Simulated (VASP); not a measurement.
MoS2: single point with PBEsol

Crystal: MoS2.

```
Mo S
1.0
     3.14143    0.00000    0.00000
    -1.57072    2.59813    0.00000
     0.00000    0.00000   12.57882
Mo S
2 4
Direct
  0.33333 0.66667 0.25000
  0.66667 0.33333 0.75000
  0.33333 0.66667 0.62605
  0.66667 0.33333 0.12605
  0.33333 0.66667 0.87395
  0.66667 0.33333 0.37395
```

This cell differs from its parent crystal: strain -0.0450 x Voigt [0, 1, 0, 0, 0, 0].

```yaml
Program: VASP 6.6.1
Task: single point
Functional: PBEsol
Potentials_or_basis: VASP PAW PBE potentials, release 64 (Mo_sv, S)
Cutoff: 520 eV
k_mesh: 12 × 12 × 2
Occupations: gaussian, width 0.05 eV
Spin: no spin polarisation
```

```
Pressure               : 7.7 GPa
Largest force          : 0.558 eV/Å
Band gap on the k mesh : 1.08 eV (least direct gap 1.98 eV)
```

Forces in eV/Å, atoms in the order of the input:
```
Mo   0.000 -0.423  0.000
Mo   0.000  0.423  0.000
S    0.000 -0.214 -0.515
S    0.000  0.214 -0.515
S    0.000 -0.214  0.515
S    0.000  0.214  0.515
```

Stress tensor (GPa, compression positive):
```
 4.14  0.00  0.00
 0.00 13.97  0.00
 0.00  0.00  5.05
```

Levels at points of the mesh, in eV from the valence-band top:
| k point | band 23 | band 24 | band 25 | band 26 | band 27 | band 28 | band 29 | band 30 |
| --- | --- | --- | --- | --- | --- | --- | --- | --- |
| (0.00, 0.00, 0.00) | -1.75 | -1.33 | -1.25 | 0.00 | 2.42 | 2.43 | 2.66 | 2.79 |
| (0.50, 0.00, 0.00) | -1.28 | -1.25 | -1.10 | -0.97 | 2.13 | 2.15 | 2.59 | 2.87 |
| (0.00, 0.50, 0.00) | -1.62 | -1.46 | -1.06 | -1.01 | 2.27 | 2.30 | 2.49 | 2.90 |
| (0.00, 0.00, 0.50) | -1.73 | -1.73 | -0.33 | -0.33 | 2.42 | 2.42 | 2.73 | 2.73 |
| (0.50, 0.00, 0.50) | -1.26 | -1.26 | -1.04 | -1.04 | 2.14 | 2.14 | 2.73 | 2.73 |
| (0.00, 0.50, 0.50) | -1.54 | -1.54 | -1.03 | -1.03 | 2.29 | 2.29 | 2.70 | 2.70 |

It took 6.2 min on 1 thread of Intel Xeon 8259CL (shared host), peak memory 0.38 GiB.

Caveat: the cell differs from its parent crystal (strain -0.0450 x Voigt [0, 1, 0, 0, 0, 0]); the cell stands under pressure; the PAW data sets were made with another functional, which shifts forces and pressure a little; this functional lacks dispersion, which binds the layers, so the pressure and a relaxed spacing across them are unreliable. A k mesh can miss the band edges.
